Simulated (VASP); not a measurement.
Write the native input for VASP 6.6.1 that does the following.

| Property | Result |
| --- | --- |
| Task | electric field gradients |
| Functional | PBE |
| Potentials or basis | VASP PAW PBE potentials, release 64 (Re) |
| Cutoff | 520 eV |
| k mesh | 14 × 14 × 8 |
| Occupations | fermi-dirac, width 0.08 eV |
| Spin | no spin polarisation |
| Dipole correction | no |
| Further INCAR settings | ALGO = Normal; EDIFF = 1e-08; NBANDS = 14 |

The structure of Re lies in POSCAR:

```
Re
1.0
    2.8202692608      0.0000000000      0.0000000000
   -1.4101346304      2.4424248254      0.0000000000
    0.0000000000      0.0000000000      4.5594315230
Re
2
Direct
    0.3333333333      0.6666666667      0.2500000000
    0.6666666667      0.3333333333      0.7500000000
```

These files were run (other wordings do the same):

INCAR

```
PREC = Accurate
ENCUT = 520
EDIFF = 1E-8
ISMEAR = -1
SIGMA = 0.08
LREAL = F
LASPH = T
NELM = 60
ALGO = Normal
ISIF = 2
LWAVE = F
LCHARG = F
GGA = PE
LEFG = T
NBANDS = 14
```

KPOINTS

```
Automatic mesh
0
Gamma
  14 14 8
```

Potentials or basis: VASP PAW PBE potentials, release 64 (Re).

Run with:

```console
$ cat potpaw_PBE.64/Re/POTCAR > POTCAR
$ mpirun -np 1 vasp_std > vasp.out
```

Results of the run:

The pressure is -16.7 GPa and the band gap on the k mesh is zero (bands 7 and 8 overlap by 2.97 eV). The largest electric field gradient by atom is Re -65.0 V/Å².

Caveat: the cell stands under tension; without QUAD_EFG the Cq values of the log hold for a quadrupole moment of 1 mb, not for the nuclei; spin-orbit coupling is left out, which moves the levels of the heavy elements.

Run time: 21 s on 1 thread of Intel(R) Xeon(R) 6975P-C (Granite Rapids) (shared host), peak memory 0.18 GiB.
